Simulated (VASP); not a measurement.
Here is a VASP 6.6.1 calculation.

INCAR

```
PREC = Accurate
ENCUT = 520
EDIFF = 1E-6
ISMEAR = 0
SIGMA = 0.02
LREAL = False
LASPH = True
NELM = 120
ALGO = Normal
ISIF = 2
LWAVE = False
LCHARG = True
GGA = PE
LELF = True
LVHAR = True
NBANDS = 43
NELECT = 62.0
GGA_COMPAT = False
```

Contents of KPOINTS:

```
Automatic mesh
0
Gamma
  2 2 2
```

File POSCAR:

```
Si8C7
1.0
   -3.0760000000     -5.3277880000      0.0000000000
    4.6140000000     -2.6638940000      0.0000000000
    0.0000000000      0.0000000000      5.0480000000
Si C
8 7
Direct
    0.4922053570      0.6633590546     -0.0023276545
    0.4902324265      0.3276367456      0.5178423138
    0.2011474716      0.1595588693      0.0191261886
    0.2525756556      0.8288976412      0.5044788035
   -0.0049323817      0.6457706966     -0.0156388669
    0.0041663028      0.3343837337      0.5340372425
    0.8021005955      0.1827415327      0.0008674723
    0.7553963630      0.8296615112      0.4948488510
    0.5035259899      0.6602711194      0.3739790016
    0.3682807269      0.3854242558      0.8463276545
    0.2521936082      0.1559374813      0.3806170761
    0.2439161636      0.8449646986      0.8784758320
    0.0060559263      0.6603229365      0.3701755151
    0.7493949152      0.1652966535      0.3873286450
    0.7507454769      0.8279677258      0.8721196513
```

Potentials or basis: VASP PAW PBE potentials, release 64 (Si, C).

Command:

```sh
$ cat potpaw_PBE.64/Si/POTCAR potpaw_PBE.64/C/POTCAR > POTCAR
$ mpirun -np 1 vasp_std > vasp.out
```

(1) Predict the largest force.

## Answers

(1) 2.276 eV/Å.

Caveat: the k points lie up to 0.62 Å⁻¹ apart; the cell carries a net charge on a neutralising background, which shifts energy and pressure.
